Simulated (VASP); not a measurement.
# Sr2Hg (Fm-3m) in VASP: vibrations by perturbation theory with PBE

Aim: the vibrations by perturbation theory of Sr2Hg with PBE.

Everything below comes from runs of VASP 6.6.1. Logs are shortened: lines on timing, memory, paths and dates and some standing lists are left out, and cuts for length are marked.

## (1) The cell of the first run

Symmetry: Fm-3m, No. 225, cubic system. The conventional cell has a = 7.988 Å, b = 7.988 Å, c = 7.988 Å, α = 90.00°, β = 90.00°, γ = 90.00°. Sr (site symmetry -43m) has 4 Hg at 3.46 Å and 6 Sr at 3.99 Å within 4.5 Å. Hg (site symmetry m-3m) has 8 Sr at 3.46 Å within 4.5 Å.

## (2) Vibrations by perturbation theory, PBE

Input file INCAR:

```
PREC = Accurate ; ENCUT = 520
EDIFF = 1E-8 ; ISMEAR = -1
SIGMA = 0.15 ; LREAL = False
LASPH = True ; NELM = 60
ALGO = Fast ; ISIF = 2
LWAVE = False ; LCHARG = True
GGA = PE ; NBANDS = 23
IBRION = 8 ; NSW = 1
```

Input file KPOINTS:

```
Automatic mesh
0
Gamma
  10 10 10
```

Input file POSCAR:

```
Sr2Hg
1.0
    0.0000000000      3.9941323910      3.9941323910
    3.9941323910      0.0000000000      3.9941323910
    3.9941323910      3.9941323910      0.0000000000
Sr Hg
2 1
Direct
    0.2500000000      0.2500000000      0.2500000000
    0.7500000000      0.7500000000      0.7500000000
    0.5000000000      0.5000000000      0.5000000000
```

Potentials or basis: VASP PAW PBE potentials, release 64 (Sr_sv, Hg).

Run with:

```
cat potpaw_PBE.64/Sr_sv/POTCAR potpaw_PBE.64/Hg/POTCAR > POTCAR
mpirun -np 1 vasp_std > vasp.out
```

OUTCAR:

```text
PREC = Accurate
   ENCUT = 520
   EDIFF = 1E-8
   ISMEAR = -1
   LREAL = False
   LASPH = True
   NELM = 60
   ISIF = 2
   GGA = PE
   IBRION = 8
   NSW = 1

 ion  position               nearest neighbor table
   1  0.250  0.250  0.250-   3 3.46   3 3.46   3 3.46   3 3.46   2 3.99   2 3.99   2 3.99   2 3.99
                             2 3.99   2 3.99
   2  0.750  0.750  0.750-   3 3.46   3 3.46   3 3.46   3 3.46   1 3.99   1 3.99   1 3.99   1 3.99
                             1 3.99   1 3.99
   3  0.500  0.500  0.500-   1 3.46   1 3.46   1 3.46   1 3.46   2 3.46   2 3.46   2 3.46   2 3.46

  LATTYP: Found a face centered cubic cell.
 ALAT       =     7.9882647820

  Lattice vectors:

 A1 = (   0.0000000000,   3.9941323910,   3.9941323910)
 A2 = (   3.9941323910,   0.0000000000,   3.9941323910)
 A3 = (   3.9941323910,   3.9941323910,   0.0000000000)

Analysis of symmetry for initial positions (statically):
=====================================================================
 Subroutine PRICEL returns:
 Original cell was already a primitive cell.

 Routine SETGRP: Setting up the symmetry group for a
 face centered cubic supercell.

 Subroutine GETGRP returns: Found 48 space group operations
 (whereof 48 operations were pure point group operations)
 out of a pool of 48 trial point group operations.

The static configuration has the point symmetry O_h .

Analysis of symmetry for dynamics (positions and initial velocities):
=====================================================================
 Subroutine PRICEL returns:
 Original cell was already a primitive cell.

 Routine SETGRP: Setting up the symmetry group for a
 face centered cubic supercell.

 Subroutine GETGRP returns: Found 48 space group operations
 (whereof 48 operations were pure point group operations)
 out of a pool of 48 trial point group operations.

The dynamic configuration has the point symmetry O_h .

 Subroutine INISYM returns: Found 48 space group operations
 (whereof 48 operations are pure point group operations),
 and found     1 'primitive' translations

----------------------------------------------------------------------------------------

                                     Primitive cell

  volume of cell :     127.4375

  direct lattice vectors                    reciprocal lattice vectors
     0.000000000  3.994132391  3.994132391    -0.125183632  0.125183632  0.125183632
     3.994132391  0.000000000  3.994132391     0.125183632 -0.125183632  0.125183632
     3.994132391  3.994132391  0.000000000     0.125183632  0.125183632 -0.125183632

  length of vectors
     5.648556197  5.648556197  5.648556197     0.216824411  0.216824411  0.216824411

  position of ions in fractional coordinates (direct lattice)
     0.250000000  0.250000000  0.250000000
     0.750000000  0.750000000  0.750000000
     0.500000000  0.500000000  0.500000000

  ion indices of the primitive-cell ions
   primitive index   ion index
                 1           1
                 2           2
                 3           3

----------------------------------------------------------------------------------------

 KPOINTS: Automatic mesh

Automatic generation of k-mesh.
 Grid dimensions read from file:
 generate k-points for:   10   10   10

 Generating k-lattice:

  Cartesian coordinates                     Fractional coordinates (reciprocal lattice)
    -0.012518363  0.012518363  0.012518363     0.100000000  0.000000000  0.000000000
     0.012518363 -0.012518363  0.012518363     0.000000000  0.100000000  0.000000000
     0.012518363  0.012518363 -0.012518363     0.000000000  0.000000000  0.100000000

  Length of vectors
     0.021682441  0.021682441  0.021682441

  Shift w.r.t. Gamma in fractional coordinates (k-lattice)
     0.000000000  0.000000000  0.000000000

 Subroutine IBZKPT returns following result:
 ===========================================

 Found     47 irreducible k-points:

 Following reciprocal coordinates:
            Coordinates               Weight
  0.000000  0.000000  0.000000      1.000000
  0.100000  0.000000  0.000000      8.000000
  0.200000  0.000000  0.000000      8.000000
  0.300000  0.000000  0.000000      8.000000
  0.400000  0.000000  0.000000      8.000000
  0.500000  0.000000  0.000000      4.000000
[... 16 lines left out ...]
  0.300000  0.300000  0.000000      6.000000
  0.400000  0.300000  0.000000     24.000000
[... 18 lines left out ...]
   NELM   =     60;   NELMIN=  2; NELMDL= -5     # of ELM steps
   EDIFF  = 0.1E-07   stopping-criterion for ELM
   LREAL  =      F    real-space projection
   EDIFFG = 0.1E-06   stopping-criterion for IOM
   NSW    =      1    number of steps for IOM
   IBRION =      8    ionic relax: 0-MD 1-quasi-New 2-CG
   NFREE  =      0    steps in history (QN), initial steepest desc. (CG)
   ISIF   =      2    stress and relaxation
   ISYM   =      2    0-nonsym 1-usesym 2-fastsym
   POTIM  = 0.5000    time-step for ionic-motion
   TEBEG  =    0.0;   TEEND  =   0.0 temperature during run
   PSTRESS=    0.0 pullay stress
   NELECT =      32.0000    total number of electrons
   NUPDOWN=      -1.0000    fix difference up-down
   EMIN   =  10.00;   EMAX   =-10.00  energy-range for DOS
   EFERMI =   0.00;   METHOD = LEGACY
   ISMEAR =    -1;   SIGMA  =   0.15  broadening in eV -4-tet -1-fermi 0-gaus
   EFERMI_NEDOS =   21; number of points for ismear=-14 and -15
   IALGO  =     68    algorithm
   IMIX   =      4    mixing-type and parameters
     AMIX     =   0.40;   BMIX     =  1.00
     AMIX_MAG =   1.60;   BMIX_MAG =  1.00
  volume/ion in A,a.u.               =      42.48       286.66
  Fermi-wavevector in a.u.,A,eV,Ry     =   1.032823  1.951752 14.513639  1.066722
  Thomas-Fermi vector in A             =   2.167039
   LORBIT       =      0    0 simple, 1 ext, 2 COOP (PROOUT), +10 PAW based schemes
   GGA     = PE    functional components
   LHFCALC =     F    Hartree Fock is set to
   AEXX    =    0.0000 exact exchange contribution
   IVDW    =     0    specifies the selected vdW correction
   LEPSILON=     F    determine dielectric tensor
   LRPA    =     F    only Hartree local field effects (RPA)
 non-spin polarized calculation
 RMM-DIIS sequential band-by-band and
  energy-cutoff  :      520.00
  volume of cell :      127.44
 maximum number of plane-waves:      3479
 NGX is ok and might be reduce to    42
   NGX = 21   NGY = 21   NGZ = 21

--------------------------------------- Ionic step        1  -------------------------------------------

 number of electron      32.0000002 magnetization

 Free energy of the ion-electron system (eV)
  ---------------------------------------------------
  ext. energy  EPLUGINS =         0.00000000
  ---------------------------------------------------
  free energy    TOTEN  =        -4.44426990 eV

  energy without entropy =       -4.17274632  energy(sigma->0) =       -4.30850811

 E-fermi :   1.8604     XC(G=0):  -8.0469

 val. band max:        1.8590854172   @ k =   0.2000   0.2000   0.0000
 cond. band min:       1.8618663207   @ k =  -0.4000   0.1000   0.0000
 fundamental gap:      0.0027809036
 Fermi energy:         1.8604468672

 k-point     1 :       0.0000    0.0000    0.0000
  band No.  band energies     occupation
      1     -34.5379      2.00000
      2     -34.5035      2.00000
      3     -16.6057      2.00000
      4     -16.6057      2.00000
      5     -16.6057      2.00000
      6     -16.4466      2.00000
[... 613 lines left out ...]
     22       4.9561      0.00000
     23       5.7092      0.00000

 [... further k-points ...]

------------------------ aborting loop because EDIFF is reached ----------------------------------------

  FORCE on cell =-STRESS in cart. coord.  units (eV):
  Direction    XX          YY          ZZ          XY          YZ          ZX
  --------------------------------------------------------------------------------------
  -------------------------------------------------------------------------------------
  Total        0.0115917      0.0115917      0.0115917      0.0000000      0.0000000     -0.0000000
  in kB        0.1457338      0.1457338      0.1457338      0.0000000      0.0000000     -0.0000000
  external PRESSURE =       0.1457338 kB  Pullay stress =       0.0000000 kB

 VOLUME and BASIS-vectors are now :
 -----------------------------------------------------------------------------
  energy-cutoff  :      520.00
  volume of cell :      127.44
      direct lattice vectors                 reciprocal lattice vectors
     0.000000000  3.994132391  3.994132391    -0.125183632  0.125183632  0.125183632
     3.994132391  0.000000000  3.994132391     0.125183632 -0.125183632  0.125183632
     3.994132391  3.994132391  0.000000000     0.125183632  0.125183632 -0.125183632

 POSITION                                       TOTAL-FORCE (eV/Angst)
 -----------------------------------------------------------------------------------
      1.99707      1.99707      1.99707         0.000000     -0.000000      0.000000
      5.99120      5.99120      5.99120        -0.000000      0.000000     -0.000000
      3.99413      3.99413      3.99413        -0.000000     -0.000000     -0.000000
 -----------------------------------------------------------------------------------
    total drift:                               -0.000000     -0.000000     -0.000000

  FREE ENERGIE OF THE ION-ELECTRON SYSTEM (eV)
  ---------------------------------------------------
  free  energy   TOTEN  =        -4.4442698966 eV

  energy  without entropy=       -4.1727463219  energy(sigma->0) =       -4.30850811

[... ionic steps 2 to 9 ...]

--------------------------------------- Ionic step       10  -------------------------------------------

 Free energy of the ion-electron system (eV)
  ---------------------------------------------------
  ---------------------------------------------------
  free energy    TOTEN  =        -0.37976105 eV

  energy without entropy =       -0.37976105

------------------------ aborting loop because EDIFF is reached ----------------------------------------

 INTERNAL STRAIN TENSOR  FOR ION    3  DIRECTION 1   (eV/Angst):
 -----------------------------------------------------------------------------
    -0.01619  0.00000  0.00000
    -0.00000  0.00502 -0.00000
     0.00000 -0.00000  0.00502

 INTERNAL STRAIN TENSOR FOR ION    3 for displacements in x,y,z  (eV/Angst):
          X           Y           Z          XY          YZ          ZX
  --------------------------------------------------------------------------------
  x     0.00000     0.00000     0.00000     0.00000     0.00000     0.00000
  y     0.00000     0.00000     0.00000     0.00000     0.00000     0.00000
  z     0.00000     0.00000     0.00000     0.00000     0.00000     0.00000

 SECOND DERIVATIVES (NOT SYMMETRIZED)
 ------------------------------------
               1X          1Y          1Z          2X          2Y          2Z          3X          3Y          3Z
  1X    -2.281514    0.000000    0.000000    1.381634    0.000000    0.000000    0.899880    0.000000    0.000000
  1Y     0.000000   -2.281514    0.000000    0.000000    1.381634    0.000000    0.000000    0.899880    0.000000
  1Z     0.000000    0.000000   -2.281514    0.000000    0.000000    1.381634    0.000000    0.000000    0.899880
  2X     1.381634    0.000000    0.000000   -2.281514    0.000000    0.000000    0.899880    0.000000    0.000000
  2Y     0.000000    1.381634    0.000000    0.000000   -2.281514    0.000000    0.000000    0.899880    0.000000
  2Z     0.000000    0.000000    1.381634    0.000000    0.000000   -2.281514    0.000000    0.000000    0.899880
  3X     0.905863    0.000000    0.000000    0.905863    0.000000    0.000000   -1.811726    0.000000    0.000000
  3Y     0.000000    0.905863    0.000000    0.000000    0.905863    0.000000    0.000000   -1.811726    0.000000
  3Z     0.000000    0.000000    0.905863    0.000000    0.000000    0.905863    0.000000    0.000000   -1.811726

 Eigenvectors and eigenvalues of the dynamical matrix
 ----------------------------------------------------

   1 f  =    3.196512 THz    20.084276 2PiTHz  106.624155 cm-1    13.219704 meV
             X         Y         Z           dx          dy          dz
      1.997066  1.997066  1.997066     0.092399    0.349576   -0.607667
      5.991199  5.991199  5.991199    -0.092399   -0.349576    0.607667
      3.994132  3.994132  3.994132     0.000000   -0.000000    0.000000
[... 43 lines left out ...]
   9 f/i=    0.003590 THz     0.022559 2PiTHz    0.119763 cm-1     0.014849 meV
             X         Y         Z           dx          dy          dz
      1.997066  1.997066  1.997066    -0.078473   -0.473244    0.062001
      5.991199  5.991199  5.991199    -0.078473   -0.473244    0.062001
      3.994132  3.994132  3.994132    -0.118340   -0.713673    0.093500

--------------------------------------------------------------------------------------------------------

 ELASTIC MODULI CONTR FROM IONIC RELAXATION (kBar)
 Direction    XX          YY          ZZ          XY          YZ          ZX
 --------------------------------------------------------------------------------
 XX          -0.0000      0.0000     -0.0000      0.0000      0.0000     -0.0000
 YY           0.0000     -0.0000     -0.0000      0.0000     -0.0000      0.0000
 ZZ          -0.0000     -0.0000     -0.0000      0.0000      0.0000      0.0000
 XY           0.0000      0.0000      0.0000    -16.7444     -0.0000     -0.0000
 YZ           0.0000     -0.0000      0.0000     -0.0000    -16.7444      0.0000
 ZX          -0.0000      0.0000      0.0000     -0.0000      0.0000    -16.7444
 --------------------------------------------------------------------------------
```

Run time: 70 min. Hardware: 1 thread of Intel Xeon 8259CL, shared host; peak memory 1.1 GiB.

What came out:

- Highest phonon frequency at Γ: 107 cm⁻¹

Phonon frequencies in cm⁻¹ (negative: imaginary):
```tsv
q point	frequencies
(0.000, 0.000, 0.000)	0 0 0 72 72 72 107 107 107
```

Caveat: spin-orbit coupling is left out, which moves the levels of the heavy elements.
